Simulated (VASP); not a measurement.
Wanted: the native input for a VASP 6.6.1 run.

* Task: single point
* Functional: LDA
* Potentials or basis: VASP PAW LDA potentials, release 64 (Mo_sv)
* Cutoff: 520 eV
* k mesh: 11 × 11 × 1
* Occupations: fermi-dirac, width 0.08 eV
* Spin: no spin polarisation
* Dipole correction: yes
* Further INCAR settings: ALGO = Normal; EDIFF = 1e-07; NBANDS = 43

The structure of Mo lies in POSCAR:

```
Mo
1.0
    3.1112033377      0.0000000000      0.0000000000
    0.0000000000      3.1112033377      0.0000000000
    0.0000000000      0.0000000000     22.2224000000
Mo
5
Direct
    0.0000000000      0.0000000000      0.3599969700
    0.5000000000      0.5000000000      0.4299984848
    0.0000000000      0.0000000000      0.5000000000
    0.5000000000      0.5000000000      0.5700015152
    0.0000000000      0.0000000000      0.6400030300
```

These files were run (other wordings do the same):

INCAR

```
SYSTEM = Mo
PREC = Accurate
ENCUT = 520
EDIFF = 1E-7
ISMEAR = -1
SIGMA = 0.08
LREAL = .False.
LASPH = .True.
NELM = 100
ALGO = Normal
ISIF = 2
LWAVE = .False.
LCHARG = .False.
LDIPOL = .True.
IDIPOL = 3
DIPOL = 0.5 0.5 0.500
NBANDS = 43
```

KPOINTS

```
regular mesh
0
Gamma
  11 11 1
  0 0 0
```

Potentials or basis: VASP PAW LDA potentials, release 64 (Mo_sv).

The run is started by

```sh
$ cat potpaw_LDA.64/Mo_sv/POTCAR > POTCAR
$ mpirun -np 1 vasp_std > vasp.out
```

Results of the run:

```
Largest force          : 1.482 eV/Å
Band gap on the k mesh : zero (band 35 reaches 3.42 eV, above the bottom of band 36 at 1.62 eV)
```

Wall time 8.3 min on 1 thread of Intel Xeon 6975P-C, with other jobs on the host, peak memory 0.31 GiB.
